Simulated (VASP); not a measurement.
# Na (I4/mmm) in VASP: single point with PBEsol

Aim: the single point of Na with PBEsol.

All numbers are computed with VASP 6.6.1; they aren't measurements. Logs are shortened: lines on timing, memory, paths and dates and some standing lists are left out, and cuts for length are marked.

## 1. The cell of the first run

Symmetry: I4/mmm, No. 139, tetragonal system. Conventional cell: a = 4.362 Å, b = 4.362 Å, c = 4.108 Å, α = 90.00°, β = 90.00°, γ = 90.00°. Within 4.9 Å of Na (site symmetry 4/mmm) lie 14 Na at 3.71 to 4.36 Å.

## 2. Single point, PBEsol (strain +0.030 along x and y, -0.030 along z)

INCAR reads:

```
  ALGO = Normal
  EDIFF = 1E-7
  ENCUT = 520
  GGA = PS
  ISIF = 2
  ISMEAR = 0
  LASPH = T
  LCHARG = F
  LREAL = F
  LWAVE = F
  NBANDS = 10
  NELM = 100
  PREC = Accurate
  SIGMA = 0.15
```

KPOINTS reads:

```
k-points
0
Gamma
  16 16 16
```

POSCAR reads:

```
Na
1.0
   -2.1810250000      2.1810250000      2.0539750000
    2.1810250000     -2.1810250000      2.0539750000
    2.1810250000      2.1810250000     -2.0539750000
Na
1
Direct
    0.0000000000      0.0000000000      0.0000000000
```

Potentials or basis: VASP PAW PBE potentials, release 64 (Na_pv).

Started as:

```sh
> cat potpaw_PBE.64/Na_pv/POTCAR > POTCAR
> mpirun -np 1 vasp_std > vasp.out
```

OUTCAR:

```text
EDIFF = 1E-7
   ENCUT = 520
   GGA = PS
   ISIF = 2
   ISMEAR = 0
   LASPH = T
   LREAL = F
   NELM = 100
   PREC = Accurate

 ion  position               nearest neighbor table
   1  0.000  0.000  0.000-

  LATTYP: Found a body centered tetragonal cell.
 ALAT       =     4.3620500000
 C/A-ratio  =     0.9417475728

  Lattice vectors:

 A1 = (  -2.1810250000,   2.1810250000,   2.0539750000)
 A2 = (   2.1810250000,  -2.1810250000,   2.0539750000)
 A3 = (   2.1810250000,   2.1810250000,  -2.0539750000)

Analysis of symmetry for initial positions (statically):
=====================================================================
 Subroutine PRICEL returns:
 Original cell was already a primitive cell.

 Routine SETGRP: Setting up the symmetry group for a
 body centered tetragonal supercell.

 Subroutine GETGRP returns: Found 16 space group operations
 (whereof 16 operations were pure point group operations)
 out of a pool of 16 trial point group operations.

The static configuration has the point symmetry D_4h.

Analysis of symmetry for dynamics (positions and initial velocities):
=====================================================================
 Subroutine PRICEL returns:
 Original cell was already a primitive cell.

 Routine SETGRP: Setting up the symmetry group for a
 body centered tetragonal supercell.

 Subroutine GETGRP returns: Found 16 space group operations
 (whereof 16 operations were pure point group operations)
 out of a pool of 16 trial point group operations.

The dynamic configuration has the point symmetry D_4h.

 Subroutine INISYM returns: Found 16 space group operations
 (whereof 16 operations are pure point group operations),
 and found     1 'primitive' translations

----------------------------------------------------------------------------------------

                                     Primitive cell

  volume of cell :      39.0820

  direct lattice vectors                    reciprocal lattice vectors
    -2.181025000  2.181025000  2.053975000     0.000000000  0.229250009  0.243430421
     2.181025000 -2.181025000  2.053975000     0.229250009  0.000000000  0.243430421
     2.181025000  2.181025000 -2.053975000     0.229250009  0.229250009  0.000000000

  length of vectors
     3.705745998  3.705745998  3.705745998     0.334385910  0.334385910  0.324208471

  position of ions in fractional coordinates (direct lattice)
     0.000000000  0.000000000  0.000000000

  ion indices of the primitive-cell ions
   primitive index   ion index
                 1           1

----------------------------------------------------------------------------------------

 KPOINTS: k-points

Automatic generation of k-mesh.
 Grid dimensions read from file:
 generate k-points for:   16   16   16

 Generating k-lattice:

  Cartesian coordinates                     Fractional coordinates (reciprocal lattice)
     0.000000000  0.014328126  0.015214401     0.062500000  0.000000000 -0.000000000
     0.014328126  0.000000000  0.015214401     0.000000000  0.062500000 -0.000000000
     0.014328126  0.014328126  0.000000000     0.000000000  0.000000000  0.062500000

  Length of vectors
     0.020899119  0.020899119  0.020263029

  Shift w.r.t. Gamma in fractional coordinates (k-lattice)
     0.000000000  0.000000000  0.000000000

 Subroutine IBZKPT returns following result:
 ===========================================

 Found    349 irreducible k-points:

 Following reciprocal coordinates:
            Coordinates               Weight
  0.000000  0.000000  0.000000      1.000000
  0.062500  0.000000 -0.000000      8.000000
  0.125000  0.000000 -0.000000      8.000000
  0.187500 -0.000000  0.000000      8.000000
  0.250000  0.000000 -0.000000      8.000000
  0.312500  0.000000 -0.000000      8.000000
[... 16 lines left out ...]
 -0.125000  0.062500  0.000000     16.000000
 -0.062500  0.062500  0.000000      4.000000
 [... further k-points ...]
   k-points           NKPTS =    349   k-points in BZ     NKDIM =    349   number of bands    NBANDS=     10
   number of dos      NEDOS =    301   number of ions     NIONS =      1
   total plane-waves  NPLWV =  21952
   dimension x,y,z NGX =    28 NGY =   28 NGZ =   28
   dimension x,y,z NGXF=    56 NGYF=   56 NGZF=   56
   ions per type =               1
   NGX,Y,Z   is equivalent  to a cutoff of  12.56, 12.56, 12.56 a.u.
   NGXF,Y,Z  is equivalent  to a cutoff of  25.12, 25.12, 25.12 a.u.
 SYSTEM =  unknown system
   PREC   = accura    normal or accurate (medium, high low for compatibility)
   ISTART =      0    job   : 0-new  1-cont  2-samecut
   ICHARG =      2    charge: 1-file 2-atom 10-const
   ISPIN  =      1    spin polarized calculation?
   LNONCOLLINEAR =      F non collinear calculations
   LSORBIT =      F    spin-orbit coupling
   LASPH  =      T    aspherical Exc in radial PAW
   ENCUT  =  520.0 eV  38.22 Ry    6.18 a.u.   6.89  6.89  6.89*2*pi/ulx,y,z
   NELM   =    100;   NELMIN=  2; NELMDL= -5     # of ELM steps
   EDIFF  = 0.1E-06   stopping-criterion for ELM
   LREAL  =      F    real-space projection
   EDIFFG = 0.1E-05   stopping-criterion for IOM
   NSW    =      0    number of steps for IOM
   IBRION =     -1    ionic relax: 0-MD 1-quasi-New 2-CG
   NFREE  =      0    steps in history (QN), initial steepest desc. (CG)
   ISIF   =      2    stress and relaxation
   ISYM   =      2    0-nonsym 1-usesym 2-fastsym
   POTIM  = 0.5000    time-step for ionic-motion
   TEBEG  =    0.0;   TEEND  =   0.0 temperature during run
   PSTRESS=    0.0 pullay stress
   NELECT =       7.0000    total number of electrons
   NUPDOWN=      -1.0000    fix difference up-down
   EMIN   =  10.00;   EMAX   =-10.00  energy-range for DOS
   EFERMI =   0.00;   METHOD = LEGACY
   ISMEAR =     0;   SIGMA  =   0.15  broadening in eV -4-tet -1-fermi 0-gaus
   EFERMI_NEDOS =   21; number of points for ismear=-14 and -15
   IALGO  =     38    algorithm
   IMIX   =      4    mixing-type and parameters
     AMIX     =   0.40;   BMIX     =  1.00
     AMIX_MAG =   1.60;   BMIX_MAG =  1.00
  volume/ion in A,a.u.               =      39.08       263.74
  Fermi-wavevector in a.u.,A,eV,Ry     =   0.922817  1.743870 11.586590  0.851590
  Thomas-Fermi vector in A             =   2.048385
   LORBIT       =      0    0 simple, 1 ext, 2 COOP (PROOUT), +10 PAW based schemes
   GGA     = PS    functional components
   LHFCALC =     F    Hartree Fock is set to
   AEXX    =    0.0000 exact exchange contribution
   IVDW    =     0    specifies the selected vdW correction
   LEPSILON=     F    determine dielectric tensor
   LRPA    =     F    only Hartree local field effects (RPA)
 non-spin polarized calculation
 Gauss-broadening in eV      SIGMA  =   0.15
  energy-cutoff  :      520.00
  volume of cell :       39.08
 maximum number of plane-waves:      1088
   NGX = 13   NGY = 13   NGZ = 13

 number of electron       7.0000003 magnetization

 Free energy of the ion-electron system (eV)
  ---------------------------------------------------
  ext. energy  EPLUGINS =         0.00000000
  ---------------------------------------------------
  free energy    TOTEN  =        -1.39724754 eV

  energy without entropy =       -1.39205356  energy(sigma->0) =       -1.39465055

 E-fermi :   0.1579     XC(G=0):  -6.3635

 val. band max:        0.1570390853   @ k =  -0.3125   0.3750   0.2500
 cond. band min:       0.1626153411   @ k =   0.5000   0.3750   0.0625
 fundamental gap:      0.0055762558
 Fermi energy:         0.1579410871

 k-point     1 :       0.0000    0.0000    0.0000
  band No.  band energies     occupation
      1     -24.6695      2.00000
      2     -24.6691      2.00000
      3     -24.6691      2.00000
      4      -3.0070      2.00000
      5      10.9790      0.00000
      6      11.8831      0.00000
      7      11.8831      0.00000
      8      12.0982      0.00000
      9      12.5151      0.00000
     10      12.5151      0.00000

 k-point     2 :       0.0625    0.0000   -0.0000
  band No.  band energies     occupation
      1     -24.6705      2.00000
      2     -24.6695      2.00000
      3     -24.6693      2.00000
      4      -2.9392      2.00000
      5      10.6103      0.00000
      6      10.8598      0.00000
      7      11.4466      0.00000
      8      11.5740      0.00000
      9      12.3816      0.00000
     10      13.0111      0.00000

 k-point     3 :       0.1250    0.0000   -0.0000
  band No.  band energies     occupation
      1     -24.6737      2.00000
      2     -24.6707      2.00000
      3     -24.6694      2.00000
      4      -2.7363      2.00000
      5       9.2531      0.00000
      6       9.9800      0.00000
      7      10.7655      0.00000
      8      10.8899      0.00000
      9      11.9464      0.00000
     10      13.3145      0.00000

 k-point     4 :       0.1875   -0.0000    0.0000
  band No.  band energies     occupation
      1     -24.6786      2.00000
      2     -24.6724      2.00000
      3     -24.6695      2.00000
      4      -2.3998      2.00000
      5       7.6705      0.00000
      6       9.3784      0.00000
      7      10.1450      0.00000
      8      10.2773      0.00000
      9      11.4765      0.00000
     10      13.5793      0.00000

 k-point     5 :       0.2500    0.0000   -0.0000
  band No.  band energies     occupation
      1     -24.6843      2.00000
      2     -24.6744      2.00000
      3     -24.6696      2.00000
      4      -1.9322      2.00000
      5       6.1722      0.00000
      6       8.8630      0.00000
      7       9.6326      0.00000
      8       9.7719      0.00000
      9      11.0115      0.00000
     10      13.9113      0.00000

 k-point     6 :       0.3125    0.0000   -0.0000
  band No.  band energies     occupation
      1     -24.6899      2.00000
      2     -24.6764      2.00000
      3     -24.6697      2.00000
      4      -1.3368      2.00000
      5       4.7729      0.00000
      6       8.4518      0.00000
      7       9.2360      0.00000
      8       9.3797      0.00000
      9      10.6058      0.00000
     10      14.3391      0.00000
[... 183 lines left out ...]
 k-point    21 :      -0.2500    0.0625    0.0000
  band No.  band energies     occupation
      1     -24.6817      2.00000
      2     -24.6733      2.00000
      3     -24.6698      2.00000
      4      -2.1481      2.00000
      5       6.9669      0.00000
      6       8.2486      0.00000
      7       9.8517      0.00000
      8      10.3428      0.00000
      9      12.0083      0.00000
     10      13.6038      0.00000

 k-point    22 :      -0.1875    0.0625   -0.0000
  band No.  band energies     occupation
      1     -24.6766      2.00000
      2     -24.6714      2.00000
      3     -24.6697      2.00000
      4      -2.5462      2.00000
      5       8.4063      0.00000
      6       8.9009      0.00000
      7      10.4286      0.00000
      8      10.8750      0.00000
      9      12.4006      0.00000
     10      13.2673      0.00000

 k-point    23 :      -0.1250    0.0625    0.0000
  band No.  band energies     occupation
      1     -24.6726      2.00000
      2     -24.6701      2.00000
      3     -24.6694      2.00000
      4      -2.8120      2.00000
      5       9.3455      0.00000
      6      10.2097      0.00000
      7      11.0684      0.00000
      8      11.4200      0.00000
      9      12.4691      0.00000
     10      13.0794      0.00000

 k-point    24 :      -0.0625    0.0625    0.0000
  band No.  band energies     occupation
      1     -24.6703      2.00000
      2     -24.6698      2.00000
      3     -24.6691      2.00000
      4      -2.9433      2.00000
      5      10.0898      0.00000
      6      11.4704      0.00000
      7      11.6213      0.00000
      8      11.6537      0.00000
      9      12.2977      0.00000
     10      12.6600      0.00000

 [... further k-points ...]

------------------------ aborting loop because EDIFF is reached ----------------------------------------

  FORCE on cell =-STRESS in cart. coord.  units (eV):
  Direction    XX          YY          ZZ          XY          YZ          ZX
  --------------------------------------------------------------------------------------
  -------------------------------------------------------------------------------------
  Total       -0.1342220     -0.1342220     -0.1027892      0.0000000      0.0000000      0.0000000
  in kB       -5.5024714     -5.5024714     -4.2138761      0.0000000      0.0000000      0.0000000
  external PRESSURE =      -5.0729396 kB  Pullay stress =       0.0000000 kB

 VOLUME and BASIS-vectors are now :
 -----------------------------------------------------------------------------
  energy-cutoff  :      520.00
  volume of cell :       39.08
      direct lattice vectors                 reciprocal lattice vectors
    -2.181025000  2.181025000  2.053975000     0.000000000  0.229250009  0.243430421
     2.181025000 -2.181025000  2.053975000     0.229250009  0.000000000  0.243430421
     2.181025000  2.181025000 -2.053975000     0.229250009  0.229250009  0.000000000

 POSITION                                       TOTAL-FORCE (eV/Angst)
 -----------------------------------------------------------------------------------
      0.00000      0.00000      0.00000        -0.000000      0.000000      0.000000
 -----------------------------------------------------------------------------------
    total drift:                               -0.000000     -0.000000     -0.000000

  FREE ENERGIE OF THE ION-ELECTRON SYSTEM (eV)
  ---------------------------------------------------
  free  energy   TOTEN  =        -1.3972475437 eV

  energy  without entropy=       -1.3920535593  energy(sigma->0) =       -1.39465055
```

It took 42 s on 1 thread of Intel Xeon Platinum 8559C (Emerald Rapids), shared host; peak memory 0.23 GiB.

What came out:

- Free energy: -1.3972 eV
- Pressure: -0.5 GPa
- Band gap on the k mesh: zero (an odd number of electrons rules out a gap without spin polarisation)

Levels at points of the mesh, in eV from the Fermi level:
```csv
k point,band 1,band 2,band 3,band 4,band 5,band 6,band 7,band 8,band 9
"(0.00, 0.00, 0.00)",-24.83,-24.83,-24.83,-3.16,10.82,11.73,11.73,11.94,12.36
"(0.50, 0.00, 0.00)",-24.86,-24.84,-24.83,0.82,1.27,7.75,8.57,8.72,9.88
"(0.50, 0.50, 0.00)",-24.86,-24.84,-24.83,0.60,0.99,8.51,9.33,9.49,10.27
"(0.50, 0.50, 0.50)",-24.85,-24.85,-24.85,4.19,4.39,4.39,4.61,5.41,7.43
```

Caveat: the cell differs from its parent crystal (strain +0.030 along x and y, -0.030 along z); the PAW data sets were made with another functional, which shifts forces and pressure a little.
